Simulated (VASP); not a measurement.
# Si (P6_3/mmc) in VASP: further runs

The runs below take Si through single point, with PBE.

All numbers are computed with VASP 6.6.1; they aren't measurements. Logs are shortened: lines on timing, memory, paths and dates and some standing lists are left out, and cuts for length are marked.

### 1 The cell of the first run

Symmetry: P6_3/mmc, No. 194, hexagonal system. Conventional cell: a = 3.851 Å, b = 3.851 Å, c = 6.365 Å, α = 90.00°, β = 90.00°, γ = 120.00°. Si (site symmetry 3m) has 4 Si at 2.33 to 2.50 Å within 3.1 Å.

### 2 Single point, PBE (c/a of the conventional cell at fixed volume 1.6527)

INCAR

```
SYSTEM = Si
ALGO = Normal
EDIFF = 1E-6
ENCUT = 520
GGA = PE
ISIF = 2
ISMEAR = 0
LASPH = .TRUE.
LCHARG = .TRUE.
LELF = .TRUE.
LREAL = .FALSE.
LVHAR = .TRUE.
LWAVE = .FALSE.
NBANDS = 16
NELM = 80
PREC = Accurate
SIGMA = 0.05
```

KPOINTS

```
k-points
0
G
  12 12 6
  0 0 0
```

POSCAR

```
Si
1.0
    3.8510822046      0.0000000000      0.0000000000
   -1.9255411023      3.3351350212      0.0000000000
    0.0000000000      0.0000000000      6.3646810974
Si
4
Direct
    0.3333333333      0.6666666667      0.0535050491
    0.6666666667      0.3333333333      0.5535050491
    0.3333333333      0.6666666667      0.4464949509
    0.6666666667      0.3333333333      0.9464949509
```

Potentials or basis: VASP PAW PBE potentials, release 64 (Si).

The run is started by

```sh
> cat potpaw_PBE.64/Si/POTCAR > POTCAR
> mpirun -np 1 vasp_std > vasp.out
```

OUTCAR:

```text
SYSTEM = Si
   EDIFF = 1E-6
   ENCUT = 520
   GGA = PE
   ISIF = 2
   ISMEAR = 0
   LASPH = .TRUE.
   LREAL = .FALSE.
   NELM = 80
   PREC = Accurate

 ion  position               nearest neighbor table
   1  0.333  0.667  0.054-   4 2.33   4 2.33   4 2.33   3 2.50
   2  0.667  0.333  0.554-   3 2.33   3 2.33   3 2.33   4 2.50
   3  0.333  0.667  0.446-   2 2.33   2 2.33   2 2.33   1 2.50
   4  0.667  0.333  0.946-   1 2.33   1 2.33   1 2.33   2 2.50

  LATTYP: Found a hexagonal cell.
 ALAT       =     3.8510822046
 C/A-ratio  =     1.6526993607

  Lattice vectors:

 A1 = (   3.8510822046,   0.0000000000,   0.0000000000)
 A2 = (  -1.9255411023,   3.3351350212,   0.0000000000)
 A3 = (   0.0000000000,   0.0000000000,   6.3646810974)

Analysis of symmetry for initial positions (statically):
=====================================================================
 Subroutine PRICEL returns:
 Original cell was already a primitive cell.

 Routine SETGRP: Setting up the symmetry group for a
 hexagonal supercell.

 Subroutine GETGRP returns: Found 24 space group operations
 (whereof 12 operations were pure point group operations)
 out of a pool of 24 trial point group operations.

The static configuration has the point symmetry D_3d.
 The point group associated with its full space group is D_6h.

Analysis of symmetry for dynamics (positions and initial velocities):
=====================================================================
 Subroutine PRICEL returns:
 Original cell was already a primitive cell.

 Routine SETGRP: Setting up the symmetry group for a
 hexagonal supercell.

 Subroutine GETGRP returns: Found 24 space group operations
 (whereof 12 operations were pure point group operations)
 out of a pool of 24 trial point group operations.

The dynamic configuration has the point symmetry D_3d.
 The point group associated with its full space group is D_6h.

 Subroutine INISYM returns: Found 24 space group operations
 (whereof 12 operations are pure point group operations),
 and found     1 'primitive' translations

----------------------------------------------------------------------------------------

                                     Primitive cell

  volume of cell :      81.7472

  direct lattice vectors                    reciprocal lattice vectors
     3.851082205  0.000000000  0.000000000     0.259667269  0.149918968  0.000000000
[... 88 lines left out ...]
   ENCUT  =  520.0 eV  38.22 Ry    6.18 a.u.   7.16  7.16 11.83*2*pi/ulx,y,z
   NELM   =     80;   NELMIN=  2; NELMDL= -5     # of ELM steps
   EDIFF  = 0.1E-05   stopping-criterion for ELM
   LREAL  =      F    real-space projection
   EDIFFG = 0.1E-04   stopping-criterion for IOM
   NSW    =      0    number of steps for IOM
   IBRION =     -1    ionic relax: 0-MD 1-quasi-New 2-CG
   NFREE  =      0    steps in history (QN), initial steepest desc. (CG)
   ISIF   =      2    stress and relaxation
   ISYM   =      2    0-nonsym 1-usesym 2-fastsym
   POTIM  = 0.5000    time-step for ionic-motion
   TEBEG  =    0.0;   TEEND  =   0.0 temperature during run
   PSTRESS=    0.0 pullay stress
   NELECT =      16.0000    total number of electrons
   NUPDOWN=      -1.0000    fix difference up-down
   EMIN   =  10.00;   EMAX   =-10.00  energy-range for DOS
   EFERMI =   0.00;   METHOD = LEGACY
   ISMEAR =     0;   SIGMA  =   0.05  broadening in eV -4-tet -1-fermi 0-gaus
   EFERMI_NEDOS =   21; number of points for ismear=-14 and -15
   IALGO  =     38    algorithm
   IMIX   =      4    mixing-type and parameters
     AMIX     =   0.40;   BMIX     =  1.00
     AMIX_MAG =   1.60;   BMIX_MAG =  1.00
  volume/ion in A,a.u.               =      20.44       137.91
  Fermi-wavevector in a.u.,A,eV,Ry     =   0.950511  1.796206 12.292475  0.903471
  Thomas-Fermi vector in A             =   2.078895
   LORBIT       =      0    0 simple, 1 ext, 2 COOP (PROOUT), +10 PAW based schemes
   GGA     = PE    functional components
   LHFCALC =     F    Hartree Fock is set to
   AEXX    =    0.0000 exact exchange contribution
   IVDW    =     0    specifies the selected vdW correction
   LEPSILON=     F    determine dielectric tensor
   LRPA    =     F    only Hartree local field effects (RPA)
 non-spin polarized calculation
 Gauss-broadening in eV      SIGMA  =   0.05
  energy-cutoff  :      520.00
  volume of cell :       81.75
 maximum number of plane-waves:      2220
 NGX is ok and might be reduce to    30
   NGX = 15   NGY = 15   NGZ = 23

 number of electron      16.0000001 magnetization

 Free energy of the ion-electron system (eV)
  ---------------------------------------------------
  ext. energy  EPLUGINS =         0.00000000
  ---------------------------------------------------
  free energy    TOTEN  =       -21.49278884 eV

  energy without entropy =      -21.49267998  energy(sigma->0) =      -21.49273441

 E-fermi :   6.1411     XC(G=0):  -9.3223

 val. band max:        6.0496952890   @ k =   0.0833   0.0000   0.0000
 cond. band min:       6.1581497432   @ k =   0.5000   0.0000   0.0000
 fundamental gap:      0.1084544542
 Fermi energy:         6.1410759648

 k-point     1 :       0.0000    0.0000    0.0000
  band No.  band energies     occupation
      1      -6.2388      2.00000
      2      -4.1994      2.00000
      3      -0.8000      2.00000
      4       4.2190      2.00000
      5       4.2190      2.00000
      6       5.5310      2.00000
[... 433 lines left out ...]
      3      -0.9393      2.00000
      4       1.0094      2.00000
      5       1.4050      2.00000
      6       3.0599      2.00000
[... 8 lines left out ...]
     15      12.7796      0.00000
     16      12.8494      0.00000

 [... further k-points ...]
[... 5 lines left out ...]
  --------------------------------------------------------------------------------------
  -------------------------------------------------------------------------------------
  Total        1.2984736      1.2984736     -1.8261642      0.0000000     -0.0000000      0.0000000
  in kB       25.4490070     25.4490070    -35.7913066      0.0000000     -0.0000000      0.0000000
  external PRESSURE =       5.0355691 kB  Pullay stress =       0.0000000 kB

 VOLUME and BASIS-vectors are now :
 -----------------------------------------------------------------------------
  energy-cutoff  :      520.00
  volume of cell :       81.75
      direct lattice vectors                 reciprocal lattice vectors
     3.851082205  0.000000000  0.000000000     0.259667269  0.149918968  0.000000000
    -1.925541102  3.335135021  0.000000000     0.000000000  0.299837936  0.000000000
     0.000000000  0.000000000  6.364681097     0.000000000  0.000000000  0.157117063

 POSITION                                       TOTAL-FORCE (eV/Angst)
 -----------------------------------------------------------------------------------
     -0.00000      2.22342      0.34054        -0.000000     -0.000000      1.261016
      1.92554      1.11171      3.52288         0.000000      0.000000      1.261016
     -0.00000      2.22342      2.84180         0.000000     -0.000000     -1.261016
      1.92554      1.11171      6.02414         0.000000      0.000000     -1.261016
 -----------------------------------------------------------------------------------
    total drift:                               -0.000000      0.000000     -0.000000

  FREE ENERGIE OF THE ION-ELECTRON SYSTEM (eV)
  ---------------------------------------------------
  free  energy   TOTEN  =       -21.4927888362 eV

  energy  without entropy=      -21.4926799769  energy(sigma->0) =      -21.49273441
```

stdout:

```text
POSCAR found type information on POSCAR Si
 POSCAR found :  1 types and       4 ions
 scaLAPACK will be used
 LDA part: xc-table for (Slater+PW92), standard interpolation
 POSCAR, INCAR and KPOINTS ok, starting setup
 FFT: planning ... GRIDC
 FFT: planning ... GRID_SOFT
 FFT: planning ... GRID
 WAVECAR not read
 entering main loop
```

It took 50 s on 1 thread of Intel Xeon 6975P-C (Granite Rapids), shared host; peak memory 0.22 GiB.

Results:

```yaml
Free_energy: -21.4928 eV
Pressure: 0.5 GPa
Largest_force: 1.261 eV/Å
Band_gap_on_the_k_mesh: zero (band 8 reaches 6.19 eV, above the bottom of band 9 at 6.16 eV)
```

Forces on the atoms (eV/Å):
```
Si   0.000  0.000  1.261
Si   0.000  0.000  1.261
Si   0.000  0.000 -1.261
Si   0.000  0.000 -1.261
```

Caveat: forces of over 1 eV/Å act on the atoms, so gaps and moduli don't describe the material at rest.

### 3 Single point, PBE (c/a of the conventional cell at fixed volume 1.8246)

INCAR

```
PREC = Accurate
ENCUT = 520
EDIFF = 1E-6
ISMEAR = 0
SIGMA = 0.05
LREAL = F
LASPH = T
NELM = 100
ALGO = Normal
ISIF = 2
LWAVE = F
LCHARG = T
GGA = PE
LELF = T
LVHAR = T
NBANDS = 16
```

KPOINTS

```
regular mesh
0
Gamma
  12 12 6
```

POSCAR

```
Si
1.0
    3.7261315656      0.0000000000      0.0000000000
   -1.8630657828      3.2269245936      0.0000000000
    0.0000000000      0.0000000000      6.7986996546
Si
4
Direct
    0.3333333333      0.6666666667      0.0723590967
    0.6666666667      0.3333333333      0.5723590967
    0.3333333333      0.6666666667      0.4276409033
    0.6666666667      0.3333333333      0.9276409033
```

Potentials or basis: VASP PAW PBE potentials, release 64 (Si).

The run is started by

```sh
> cat potpaw_PBE.64/Si/POTCAR > POTCAR
> mpirun -np 1 vasp_std > vasp.out
```

OUTCAR:

```text
PREC = Accurate
   ENCUT = 520
   EDIFF = 1E-6
   ISMEAR = 0
   LREAL = F
   LASPH = T
   NELM = 100
   ISIF = 2
   GGA = PE

 ion  position               nearest neighbor table
   1  0.333  0.667  0.072-   4 2.37   4 2.37   4 2.37   3 2.42
   2  0.667  0.333  0.572-   3 2.37   3 2.37   3 2.37   4 2.42
   3  0.333  0.667  0.428-   2 2.37   2 2.37   2 2.37   1 2.42
   4  0.667  0.333  0.928-   1 2.37   1 2.37   1 2.37   2 2.42

  LATTYP: Found a hexagonal cell.
 ALAT       =     3.7261315656
 C/A-ratio  =     1.8246000000

  Lattice vectors:

 A1 = (   3.7261315656,   0.0000000000,   0.0000000000)
 A2 = (  -1.8630657828,   3.2269245936,   0.0000000000)
 A3 = (   0.0000000000,   0.0000000000,   6.7986996546)

Analysis of symmetry for initial positions (statically):
=====================================================================
 Subroutine PRICEL returns:
 Original cell was already a primitive cell.

 Routine SETGRP: Setting up the symmetry group for a
 hexagonal supercell.

 Subroutine GETGRP returns: Found 24 space group operations
 (whereof 12 operations were pure point group operations)
 out of a pool of 24 trial point group operations.

The static configuration has the point symmetry D_3d.
 The point group associated with its full space group is D_6h.

Analysis of symmetry for dynamics (positions and initial velocities):
=====================================================================
 Subroutine PRICEL returns:
 Original cell was already a primitive cell.

 Routine SETGRP: Setting up the symmetry group for a
 hexagonal supercell.

 Subroutine GETGRP returns: Found 24 space group operations
 (whereof 12 operations were pure point group operations)
 out of a pool of 24 trial point group operations.

[... 117 lines left out ...]
   NUPDOWN=      -1.0000    fix difference up-down
   EMIN   =  10.00;   EMAX   =-10.00  energy-range for DOS
   EFERMI =   0.00;   METHOD = LEGACY
   ISMEAR =     0;   SIGMA  =   0.05  broadening in eV -4-tet -1-fermi 0-gaus
   EFERMI_NEDOS =   21; number of points for ismear=-14 and -15
   IALGO  =     38    algorithm
   IMIX   =      4    mixing-type and parameters
     AMIX     =   0.40;   BMIX     =  1.00
     AMIX_MAG =   1.60;   BMIX_MAG =  1.00
  volume/ion in A,a.u.               =      20.44       137.91
  Fermi-wavevector in a.u.,A,eV,Ry     =   0.950511  1.796206 12.292475  0.903471
  Thomas-Fermi vector in A             =   2.078895
   LORBIT       =      0    0 simple, 1 ext, 2 COOP (PROOUT), +10 PAW based schemes
   GGA     = PE    functional components
   LHFCALC =     F    Hartree Fock is set to
   AEXX    =    0.0000 exact exchange contribution
   IVDW    =     0    specifies the selected vdW correction
   LEPSILON=     F    determine dielectric tensor
   LRPA    =     F    only Hartree local field effects (RPA)
 non-spin polarized calculation
 Gauss-broadening in eV      SIGMA  =   0.05
  energy-cutoff  :      520.00
  volume of cell :       81.75
 maximum number of plane-waves:      2222
 NGX is ok and might be reduce to    28
   NGX = 13   NGY = 13   NGZ = 25

 number of electron      16.0000001 magnetization

 Free energy of the ion-electron system (eV)
  ---------------------------------------------------
  ext. energy  EPLUGINS =         0.00000000
  ---------------------------------------------------
  free energy    TOTEN  =       -21.33107878 eV

  energy without entropy =      -21.33031896  energy(sigma->0) =      -21.33069887

 E-fermi :   6.1797     XC(G=0):  -9.3531

 val. band max:        6.1767638689   @ k =   0.5000   0.0000   0.3333
 cond. band min:       6.1992141858   @ k =   0.0000   0.0000   0.1667
 fundamental gap:      0.0224503169
 Fermi energy:         6.1797105053

 k-point     1 :       0.0000    0.0000    0.0000
  band No.  band energies     occupation
      1      -6.1828      2.00000
      2      -4.3014      2.00000
      3      -1.6241      2.00000
      4       4.6500      2.00000
      5       5.0958      2.00000
      6       5.0958      2.00000
[... 433 lines left out ...]
      3      -1.0444      2.00000
      4       1.2567      2.00000
      5       1.3502      2.00000
      6       3.7009      2.00000
[... 8 lines left out ...]
     15      13.1092      0.00000
     16      13.3321      0.00000

 [... further k-points ...]
[... 5 lines left out ...]
  --------------------------------------------------------------------------------------
  -------------------------------------------------------------------------------------
  Total        2.0264193      2.0264193     -5.1456796      0.0000000      0.0000000     -0.0000000
  in kB       39.7161413     39.7161413   -100.8510591      0.0000000      0.0000000     -0.0000000
  external PRESSURE =      -7.1395922 kB  Pullay stress =       0.0000000 kB

 VOLUME and BASIS-vectors are now :
 -----------------------------------------------------------------------------
  energy-cutoff  :      520.00
  volume of cell :       81.75
      direct lattice vectors                 reciprocal lattice vectors
     3.726131566  0.000000000  0.000000000     0.268374850  0.154946292  0.000000000
    -1.863065783  3.226924594  0.000000000     0.000000000  0.309892584  0.000000000
     0.000000000  0.000000000  6.798699655     0.000000000  0.000000000  0.147086951

 POSITION                                       TOTAL-FORCE (eV/Angst)
 -----------------------------------------------------------------------------------
     -0.00000      2.15128      0.49195        -0.000000      0.000000     -0.721550
      1.86307      1.07564      3.89130         0.000000     -0.000000     -0.721550
     -0.00000      2.15128      2.90740        -0.000000      0.000000      0.721550
      1.86307      1.07564      6.30675         0.000000     -0.000000      0.721550
 -----------------------------------------------------------------------------------
    total drift:                               -0.000000      0.000000     -0.000000

  FREE ENERGIE OF THE ION-ELECTRON SYSTEM (eV)
  ---------------------------------------------------
  free  energy   TOTEN  =       -21.3310787771 eV

  energy  without entropy=      -21.3303189577  energy(sigma->0) =      -21.33069887
```

stdout:

```text
POSCAR found type information on POSCAR Si
 POSCAR found :  1 types and       4 ions
 scaLAPACK will be used
 LDA part: xc-table for (Slater+PW92), standard interpolation
 POSCAR, INCAR and KPOINTS ok, starting setup
 FFT: planning ... GRIDC
 FFT: planning ... GRID_SOFT
 FFT: planning ... GRID
 WAVECAR not read
 entering main loop
```

Run time: 45 s. Hardware: 1 thread of Intel Xeon 6975P-C (Granite Rapids), shared host; peak memory 0.22 GiB.

What came out:

```yaml
Free_energy: -21.3311 eV
Pressure: -0.7 GPa
Largest_force: 0.722 eV/Å
Band_gap_on_the_k_mesh: zero (band 8 reaches 6.33 eV, above the bottom of band 9 at 6.18 eV)
```

Forces on the atoms (eV/Å):
```
Si   0.000  0.000 -0.722
Si   0.000  0.000 -0.722
Si   0.000  0.000  0.722
Si   0.000  0.000  0.722
```

Levels at points of the mesh, in eV from the Fermi level:
| k point | band 6 | band 7 | band 8 | band 9 | band 10 | band 11 |
| --- | --- | --- | --- | --- | --- | --- |
| (0.00, 0.00, 0.00) | -1.08 | 0.15 | 0.15 | 0.58 | 1.91 | 2.17 |
| (0.50, 0.00, 0.00) | -3.45 | -2.78 | -1.47 | 0.70 | 1.89 | 2.06 |
| (0.00, 0.00, 0.50) | -0.60 | -0.60 | -0.60 | 2.41 | 2.41 | 3.09 |
| (0.50, 0.00, 0.50) | -3.22 | -2.26 | -2.26 | 0.23 | 0.23 | 1.55 |

### 4 Single point, PBE (c/a of the conventional cell at fixed volume 1.7386)

INCAR

```
SYSTEM = Si
ALGO     = Normal         ! electronic algorithm
EDIFF    = 1E-7           ! SCF threshold, eV
ENCUT    = 520            ! plane-wave cutoff, eV
GGA      = PE             ! functional
ISIF     = 2              ! what is computed and relaxed
ISMEAR   = 0              ! smearing method
LASPH    = .TRUE.         ! aspherical terms in the spheres
LCHARG   = .FALSE.        ! write CHGCAR
LREAL    = .FALSE.        ! projectors in reciprocal space
LWAVE    = .FALSE.        ! write WAVECAR
NBANDS   = 16             ! bands
NELM     = 80             ! most SCF steps
PREC     = Accurate       ! precision mode
SIGMA    = 0.05           ! smearing width, eV
```

KPOINTS

```
k-points
0
G
  12 12 6
  0 0 0
```

POSCAR

```
Si
1.0
    3.7865833161      0.0000000000      0.0000000000
   -1.8932916580      3.2792773453      0.0000000000
    0.0000000000      0.0000000000      6.5833537533
Si
4
Direct
    0.3333333333      0.6666666667      0.0817861204
    0.6666666667      0.3333333333      0.5817861204
    0.3333333333      0.6666666667      0.4182138796
    0.6666666667      0.3333333333      0.9182138796
```

The run is started by

```sh
> cat potpaw_PBE.64/Si/POTCAR > POTCAR
> mpirun -np 1 vasp_std > vasp.out
```

It took 50 s on 1 thread of Intel Xeon 6975P-C (Granite Rapids), shared host; peak memory 0.22 GiB.

It converged, with:

```yaml
Free_energy: -20.9575 eV
Pressure: -0.1 GPa
Largest_force: 3.113 eV/Å
Band_gap_on_the_k_mesh: zero (band 8 reaches 6.64 eV, above the bottom of band 9 at 5.92 eV)
```

Forces on the atoms (eV/Å):
```
Si   0.000  0.000 -3.113
Si   0.000  0.000 -3.113
Si   0.000  0.000  3.113
Si   0.000  0.000  3.113
```

Stress tensor (GPa, compression positive):
```
-1.75  0.00  0.00
 0.00 -1.75  0.00
 0.00  0.00  3.26
```

Levels at points of the mesh, in eV from the Fermi level:
```
           k point  band 6  band 7  band 8  band 9  band 10  band 11
(0.00, 0.00, 0.00)   -1.24    0.50    0.50    1.59     1.61     1.67
(0.50, 0.00, 0.00)   -3.83   -2.85   -1.07    0.66     1.52     2.05
(0.00, 0.00, 0.50)   -0.64   -0.64   -0.64    2.28     2.28     2.99
(0.50, 0.00, 0.50)   -3.30   -2.20   -2.20    0.21     0.21     1.79
```

Caveat: forces of over 1 eV/Å act on the atoms, so gaps and moduli don't describe the material at rest.

(Part 1 of 2 ends here.)
